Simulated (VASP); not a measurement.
# Rh (P6_3/mmc) in VASP: settings compared

Rh is run at these levels: PBE0, HSE06; tasks: single point.

Everything below comes from runs of VASP 6.6.1. Logs are shortened: lines on timing, memory, paths and dates and some standing lists are left out, and cuts for length are marked.

## 1. The cell of the first run

The structure is hexagonal, space group P6_3/mmc (No. 194). The conventional cell has a = 2.712 Å, b = 2.712 Å, c = 4.242 Å, α = 90.00°, β = 90.00°, γ = 120.00°. Within 3.5 Å of Rh (site symmetry -6m2) lie 12 Rh at 2.64 to 2.71 Å.

This isn't the form of Rh at room conditions, which is fcc.

## 2. Single point, PBE0

POSCAR reads:

```
Rh
1.0
    2.7119205526      0.0000000000      0.0000000000
   -1.3559602763      2.3485920916      0.0000000000
    0.0000000000      0.0000000000      4.2423353680
Rh
2
Direct
    0.3333333333      0.6666666667      0.2500000000
    0.6666666667      0.3333333333      0.7500000000
```

INCAR.step1 reads:

```
SYSTEM = Rh
  ALGO = Normal
  EDIFF = 1E-5
  ENCUT = 460
  GGA = PE
  GGA_COMPAT = .FALSE.
  ISIF = 2
  ISMEAR = -1
  LASPH = .TRUE.
  LCHARG = .FALSE.
  LREAL = .FALSE.
  LWAVE = .TRUE.
  NBANDS = 24
  NELM = 120
  PREC = Accurate
  SIGMA = 0.05
```

INCAR.step2 reads:

```
SYSTEM = Rh
  AEXX = 0.25
  ALGO = Normal
  EDIFF = 1E-6
  ENCUT = 460
  GGA = PE
  GGA_COMPAT = .FALSE.
  ISIF = 2
  ISMEAR = -1
  ISTART = 1
  LASPH = .TRUE.
  LCHARG = .FALSE.
  LHFCALC = .TRUE.
  LREAL = .FALSE.
  LWAVE = .FALSE.
  NBANDS = 24
  NELM = 120
  PREC = Accurate
  PRECFOCK = Normal
  SIGMA = 0.05
```

KPOINTS reads:

```
k-points
0
G
  6 6 3
  0 0 0
```

Potentials or basis: VASP PAW PBE potentials, release 64 (Rh_sv_GW).

Command:

```bash
$ cat potpaw_PBE.64/Rh_sv_GW/POTCAR > POTCAR
$ cp INCAR.step1 INCAR
$ mpirun -np 1 vasp_std > vasp.out
$ cp INCAR.step2 INCAR
$ mpirun -np 1 vasp_std > vasp.out
```

OUTCAR:

```text
SYSTEM = Rh
   AEXX = 0.25
   EDIFF = 1E-6
   ENCUT = 460
   GGA = PE
   ISIF = 2
   ISMEAR = -1
   ISTART = 1
   LASPH = .TRUE.
   LHFCALC = .TRUE.
   LREAL = .FALSE.
   NELM = 120
   PREC = Accurate
   PRECFOCK = Normal

 ion  position               nearest neighbor table
   1  0.333  0.667  0.250-   2 2.64   2 2.64   2 2.64   2 2.64   2 2.64   2 2.64
   2  0.667  0.333  0.750-   1 2.64   1 2.64   1 2.64   1 2.64   1 2.64   1 2.64

  LATTYP: Found a hexagonal cell.
 ALAT       =     2.7119205526
 C/A-ratio  =     1.5643287794

  Lattice vectors:

 A1 = (   2.7119205526,   0.0000000000,   0.0000000000)
 A2 = (  -1.3559602763,   2.3485920916,   0.0000000000)
 A3 = (   0.0000000000,   0.0000000000,   4.2423353680)

Analysis of symmetry for initial positions (statically):
=====================================================================
 Subroutine PRICEL returns:
 Original cell was already a primitive cell.

 Routine SETGRP: Setting up the symmetry group for a
 hexagonal supercell.

 Subroutine GETGRP returns: Found 24 space group operations
 (whereof 12 operations were pure point group operations)
 out of a pool of 24 trial point group operations.

The static configuration has the point symmetry D_3d.
 The point group associated with its full space group is D_6h.

Analysis of symmetry for dynamics (positions and initial velocities):
=====================================================================
 Subroutine PRICEL returns:
 Original cell was already a primitive cell.

 Routine SETGRP: Setting up the symmetry group for a
 hexagonal supercell.

 Subroutine GETGRP returns: Found 24 space group operations
 (whereof 12 operations were pure point group operations)
 out of a pool of 24 trial point group operations.

The dynamic configuration has the point symmetry D_3d.
 The point group associated with its full space group is D_6h.

 Subroutine INISYM returns: Found 24 space group operations
 (whereof 12 operations are pure point group operations),
 and found     1 'primitive' translations

----------------------------------------------------------------------------------------

                                     Primitive cell

  volume of cell :      27.0203

  direct lattice vectors                    reciprocal lattice vectors
     2.711920553  0.000000000  0.000000000     0.368742366  0.212893504  0.000000000
    -1.355960276  2.348592092  0.000000000     0.000000000  0.425787008  0.000000000
[... 79 lines left out ...]
   NFREE  =      0    steps in history (QN), initial steepest desc. (CG)
   ISIF   =      2    stress and relaxation
   ISYM   =      3    0-nonsym 1-usesym 2-fastsym
   POTIM  = 0.5000    time-step for ionic-motion
   TEBEG  =    0.0;   TEEND  =   0.0 temperature during run
   PSTRESS=    0.0 pullay stress
   NELECT =      34.0000    total number of electrons
   NUPDOWN=      -1.0000    fix difference up-down
   EMIN   =  10.00;   EMAX   =-10.00  energy-range for DOS
   EFERMI =   0.00;   METHOD = LEGACY
   ISMEAR =    -1;   SIGMA  =   0.05  broadening in eV -4-tet -1-fermi 0-gaus
   EFERMI_NEDOS =   21; number of points for ismear=-14 and -15
   IALGO  =     38    algorithm
   IMIX   =      1    mixing-type and parameters
     AMIX     =   0.40;   BMIX     =  1.00
     AMIX_MAG =   1.60;   BMIX_MAG =  1.00
  volume/ion in A,a.u.               =      13.51        91.17
  Fermi-wavevector in a.u.,A,eV,Ry     =   1.767413  3.339926 42.501163  3.123747
  Thomas-Fermi vector in A             =   2.834803
   LORBIT       =      0    0 simple, 1 ext, 2 COOP (PROOUT), +10 PAW based schemes
   GGA     = PE    functional components
   LHFCALC =     T    Hartree Fock is set to
   PRECFOCK=normal    Normal, Fast or Accurate (Low or Medium for compatibility)
   ENCUT4O =  -1.0   cutoff for four orbital integrals eV
   NKREDX  =     1    reduce k-point grid by
   NKREDY  =     1    reduce k-point grid by
   NKREDZ  =     1    reduce k-point grid by
   AEXX    =    0.2500 exact exchange contribution
   HFSCREEN=    0.0000 screening length (either q_TF or 0.3 A-1)
   HFSCREENC=   0.0000 screening length for correlation (either q_TF or 0.3 A-1)
   ENCUTFOCK=  -1.0 apply spherical cutoff to Coloumb kernel
   IVDW    =     0    specifies the selected vdW correction
   LEPSILON=     F    determine dielectric tensor
   LRPA    =     F    only Hartree local field effects (RPA)
 non-spin polarized calculation
  energy-cutoff  :      460.00
  volume of cell :       27.02
 maximum number of plane-waves:       621
 NGX is ok and might be reduce to    20
  NGX = 16; NGY = 16; NGZ = 24

 number of electron      33.9999992 magnetization

 Free energy of the ion-electron system (eV)
  ---------------------------------------------------
  ext. energy  EPLUGINS =         0.00000000
  ---------------------------------------------------
  free energy    TOTEN  =       -13.37586170 eV

  energy without entropy =      -13.36331256  energy(sigma->0) =      -13.36958713

 E-fermi :  10.5348     XC(G=0): -11.1156

 val. band max:       10.4797919547   @ k =   0.3333   0.1667   0.3333
 cond. band min:      11.0634801378   @ k =   0.3333  -0.0000   0.3333
 fundamental gap:      0.5836881831
 Fermi energy:        10.5347915089

 k-point     1 :       0.0000    0.0000    0.0000
  band No.  band energies     occupation
      1     -73.1671      2.00000
      2     -72.9976      2.00000
      3     -40.1823      2.00000
      4     -39.2723      2.00000
      5     -39.2723      2.00000
      6     -39.1727      2.00000
[... 367 lines left out ...]
     23      23.8506      0.00000
     24      23.8506      0.00000

------------------------ aborting loop because EDIFF is reached ----------------------------------------

  FORCE on cell =-STRESS in cart. coord.  units (eV):
  Direction    XX          YY          ZZ          XY          YZ          ZX
  --------------------------------------------------------------------------------------
  -------------------------------------------------------------------------------------
  Total       -0.3879207     -0.3879207     -1.0124225     -0.0000000      0.0000000     -0.0000000
  in kB      -23.0019133    -23.0019133    -60.0320010     -0.0000000      0.0000000     -0.0000000
  external PRESSURE =     -35.3452759 kB  Pullay stress =       0.0000000 kB

 VOLUME and BASIS-vectors are now :
 -----------------------------------------------------------------------------
  energy-cutoff  :      460.00
  volume of cell :       27.02
      direct lattice vectors                 reciprocal lattice vectors
     2.711920553  0.000000000  0.000000000     0.368742366  0.212893504  0.000000000
    -1.355960276  2.348592092  0.000000000     0.000000000  0.425787008  0.000000000
     0.000000000  0.000000000  4.242335368     0.000000000  0.000000000  0.235719224

 POSITION                                       TOTAL-FORCE (eV/Angst)
 -----------------------------------------------------------------------------------
     -0.00000      1.56573      1.06058         0.000000     -0.000000     -0.000000
      1.35596      0.78286      3.18175        -0.000000      0.000000      0.000000
 -----------------------------------------------------------------------------------
    total drift:                                0.000000     -0.000000     -0.000000

  FREE ENERGIE OF THE ION-ELECTRON SYSTEM (eV)
  ---------------------------------------------------
  free  energy   TOTEN  =       -13.3758616961 eV

  energy  without entropy=      -13.3633125561  energy(sigma->0) =      -13.36958713
```

OSZICAR.step1:

```text
N       E                     dE             d eps       ncg     rms          rms(c)
DAV:   1     0.615702566735E+03    0.61570E+03   -0.20541E+04   712   0.165E+03
DAV:   2     0.267038937743E+02   -0.58900E+03   -0.55453E+03   672   0.887E+02
DAV:   3    -0.140498595349E+02   -0.40754E+02   -0.38662E+02  1096   0.210E+02
DAV:   4    -0.147400493588E+02   -0.69019E+00   -0.67486E+00   960   0.333E+01
DAV:   5    -0.147649584210E+02   -0.24909E-01   -0.24907E-01  1160   0.616E+00    0.816E+01
DAV:   6    -0.127812653768E+02    0.19837E+01   -0.52678E+00   976   0.371E+01    0.351E+01
DAV:   7    -0.127071693127E+02    0.74096E-01   -0.27398E-01  1112   0.653E+00    0.987E+00
DAV:   8    -0.126981371110E+02    0.90322E-02   -0.45421E-02   840   0.453E+00    0.430E-01
DAV:   9    -0.126978430700E+02    0.29404E-03   -0.19906E-03  1040   0.900E-01    0.139E-01
DAV:  10    -0.126978365148E+02    0.65552E-05   -0.13472E-04   984   0.132E-01    0.124E-01
DAV:  11    -0.126978446000E+02   -0.80852E-05   -0.12458E-05   640   0.735E-02
   1 F= -.12697845E+02 E0= -.12679917E+02  d E =-.358544E-01
```

It took 20 min on 1 thread of Intel Xeon 6975P-C (Granite Rapids), shared host; peak memory 0.15 GiB.

Results:

* Free energy: -13.3759 eV
* Pressure: -3.5 GPa
* Band gap on the k mesh: zero (bands 17 and 18 overlap by 3.38 eV)

Levels at points of the mesh, in eV from the Fermi level:
| k point | band 14 | band 15 | band 16 | band 17 | band 18 | band 19 | band 20 | band 21 |
| --- | --- | --- | --- | --- | --- | --- | --- | --- |
| (0.00, 0.00, 0.00) | -3.28 | -3.28 | -2.86 | -2.86 | 0.99 | 0.99 | 1.91 | 11.26 |
| (0.50, 0.00, 0.00) | -2.80 | -2.65 | 0.85 | 1.26 | 1.63 | 4.13 | 6.60 | 12.47 |

Caveat: the k points lie up to 0.49 Å⁻¹ apart, too coarse for converged energies and pressures of a metal; the PAW data sets were made with another functional, which shifts forces and pressure a little.

## 3. Single point, PBE0

This run uses another cell than the first one, of 14.02 Å³/atom.

POSCAR reads:

```
Rh
1.0
    2.7126497715      0.0000000000      0.0000000000
   -1.3563248858      2.3492236138      0.0000000000
    0.0000000000      0.0000000000      4.3987667018
Rh
2
Direct
    0.3333333333      0.6666666667      0.2500000000
    0.6666666667      0.3333333333      0.7500000000
```

INCAR.step1 reads:

```
SYSTEM = Rh
ALGO = Normal
EDIFF = 1E-5
ENCUT = 520
GGA = PE
ISIF = 2
ISMEAR = -1
LASPH = .True.
LCHARG = .False.
LREAL = .False.
LWAVE = .True.
NBANDS = 22
NELM = 80
PREC = Accurate
SIGMA = 0.05
```

INCAR.step2 reads:

```
SYSTEM = Rh
AEXX = 0.25
ALGO = Normal
EDIFF = 1E-6
ENCUT = 520
GGA = PE
ISIF = 2
ISMEAR = -1
ISTART = 1
LASPH = .True.
LCHARG = .False.
LHFCALC = .True.
LREAL = .False.
LWAVE = .False.
NBANDS = 22
NELM = 80
PREC = Accurate
PRECFOCK = Normal
SIGMA = 0.05
```

KPOINTS reads:

```
k-points
0
Gamma
  6 6 4
  0 0 0
```

Potentials or basis: VASP PAW PBE potentials, release 64 (Rh_pv).

Command:

```bash
$ cat potpaw_PBE.64/Rh_pv/POTCAR > POTCAR
$ cp INCAR.step1 INCAR
$ mpirun -np 1 vasp_std > vasp.out
$ cp INCAR.step2 INCAR
$ mpirun -np 1 vasp_std > vasp.out
```

Wall time 69 min (1 thread of AMD EPYC 9755, shared host); peak memory 0.13 GiB.

It converged, with:

```yaml
Free_energy: -18.3558 eV
Pressure: -9.9 GPa
Band_gap_on_the_k_mesh: zero (bands 15 and 16 overlap by 3.46 eV)
```

Stress tensor (GPa, compression positive):
```
 -7.22   0.00   0.00
  0.00  -7.22   0.00
  0.00   0.00 -15.28
```

Levels at points of the mesh, in eV from the Fermi level:
| k point | band 11 | band 12 | band 13 | band 14 | band 15 | band 16 | band 17 | band 18 | band 19 | band 20 |
| --- | --- | --- | --- | --- | --- | --- | --- | --- | --- | --- |
| (0.00, 0.00, 0.00) | -3.86 | -3.29 | -3.29 | -2.61 | -2.61 | 0.81 | 0.81 | 1.36 | 10.19 | 17.70 |
| (0.50, 0.00, 0.00) | -3.34 | -2.96 | -2.49 | 0.93 | 1.15 | 1.25 | 3.96 | 6.39 | 12.00 | 12.39 |
| (0.00, 0.00, 0.50) | -3.98 | -3.98 | -3.82 | -3.82 | -0.70 | -0.70 | -0.70 | -0.70 | 16.59 | 16.59 |
| (0.50, 0.00, 0.50) | -2.25 | -2.25 | -0.51 | -0.51 | 1.19 | 1.19 | 3.67 | 3.67 | 10.97 | 10.97 |

Caveat: the k points lie up to 0.45 Å⁻¹ apart, too coarse for converged energies and pressures of a metal; the PAW data sets were made with another functional, which shifts forces and pressure a little.

## 4. Single point, HSE06

This run uses another cell than the first one, of 13.73 Å³/atom.

POSCAR reads:

```
Rh
1.0
    2.6940693954      0.0000000000      0.0000000000
   -1.3470346977      2.3331325361      0.0000000000
    0.0000000000      0.0000000000      4.3686372171
Rh
2
Direct
    0.3333333333      0.6666666667      0.2500000000
    0.6666666667      0.3333333333      0.7500000000
```

INCAR.step1 reads:

```
SYSTEM = Rh
PREC     = Accurate       ! precision mode
ENCUT    = 520            ! plane-wave cutoff, eV
EDIFF    = 1E-5           ! SCF threshold, eV
ISMEAR   = -1             ! smearing method
SIGMA    = 0.05           ! smearing width, eV
LREAL    = .FALSE.        ! projectors in reciprocal space
LASPH    = .TRUE.         ! aspherical terms in the spheres
NELM     = 100            ! most SCF steps
ALGO     = Normal         ! electronic algorithm
ISIF     = 2              ! what is computed and relaxed
LWAVE    = .TRUE.         ! write WAVECAR
LCHARG   = .FALSE.        ! write CHGCAR
GGA      = PE             ! functional
NBANDS   = 22             ! bands
```

INCAR.step2 reads:

```
SYSTEM = Rh
PREC     = Accurate       ! precision mode
ENCUT    = 520            ! plane-wave cutoff, eV
EDIFF    = 1E-6           ! SCF threshold, eV
ISMEAR   = -1             ! smearing method
SIGMA    = 0.05           ! smearing width, eV
LREAL    = .FALSE.        ! projectors in reciprocal space
LASPH    = .TRUE.         ! aspherical terms in the spheres
NELM     = 100            ! most SCF steps
ALGO     = Normal         ! electronic algorithm
ISIF     = 2              ! what is computed and relaxed
LWAVE    = .FALSE.        ! write WAVECAR
LCHARG   = .FALSE.        ! write CHGCAR
GGA      = PE             ! functional
LHFCALC  = .TRUE.         ! exact exchange
HFSCREEN = 0.2079         ! screening, 1/A
PRECFOCK = Normal       
ISTART   = 1            
NBANDS   = 22             ! bands
```

KPOINTS reads:

```
Automatic mesh
0
G
  6 6 4
  0 0 0
```

Command:

```bash
$ cat potpaw_PBE.64/Rh_pv/POTCAR > POTCAR
$ cp INCAR.step1 INCAR
$ mpirun -np 1 vasp_std > vasp.out
$ cp INCAR.step2 INCAR
$ mpirun -np 1 vasp_std > vasp.out
```

Wall time 1.9 h (1 thread of Oxide Virtual Turin-like, shared host); peak memory 0.23 GiB.

The run converged. Its results:

```
Free energy            : -16.7601 eV
Pressure               : -3.9 GPa
Band gap on the k mesh : zero (bands 15 and 16 overlap by 2.85 eV)
```

Stress tensor (GPa, compression positive):
```
-1.34  0.00  0.00
 0.00 -1.34  0.00
 0.00  0.00 -9.09
```

Levels at points of the mesh, in eV from the Fermi level:
```
           k point  band 11  band 12  band 13  band 14  band 15  band 16  band 17  band 18  band 19  band 20
(0.00, 0.00, 0.00)    -3.52    -2.94    -2.94    -2.25    -2.25     0.49     0.49     1.11    10.04    17.36
(0.50, 0.00, 0.00)    -3.04    -2.60    -2.20     0.67     0.91     1.00     3.71     6.17    11.79    12.19
(0.00, 0.00, 0.50)    -3.65    -3.65    -3.51    -3.51    -0.39    -0.39    -0.39    -0.39    16.32    16.32
(0.50, 0.00, 0.50)    -1.90    -1.90    -0.19    -0.19     0.91     0.91     3.38     3.38    10.80    10.80
```

Caveat: the k points lie up to 0.45 Å⁻¹ apart, too coarse for converged energies and pressures of a metal; the PAW data sets were made with another functional, which shifts forces and pressure a little.

## 5. Summary

| level | potentials or basis | cell | k mesh | cutoff (eV) | screening parameter | gap on the mesh (eV) | pressure (GPa) |
| --- | --- | --- | --- | --- | --- | --- | --- |
| PBE0 | VASP PAW PBE potentials, release 64 (Rh_sv_GW) | a = 2.712, b = 2.712, c = 4.242 Å, angles 90.0, 90.0, 120.0°, 2 atoms | 6 × 6 × 3 | 460 | - | none | -3.5 |
| PBE0 | VASP PAW PBE potentials, release 64 (Rh_pv) | a = 2.713, b = 2.713, c = 4.399 Å, angles 90.0, 90.0, 120.0°, 2 atoms | 6 × 6 × 4 | 520 | - | none | -9.9 |
| HSE06 | VASP PAW PBE potentials, release 64 (Rh_pv) | a = 2.694, b = 2.694, c = 4.369 Å, angles 90.0, 90.0, 120.0°, 2 atoms | 6 × 6 × 4 | 520 | 0.2079 1/Å | none | -3.9 |

Alike in all rows: task single point; no spin polarisation; smearing fermi-dirac 0.05 eV.

Caveats: all runs use coarse meshes; the PAW data sets were made with another functional, which shifts forces and pressure a little.

Total energies depend on the potentials used, so only differences within one code and one set of settings carry meaning.

The gap in the log of VASP goes by the Fermi energy; the results here count the filled bands.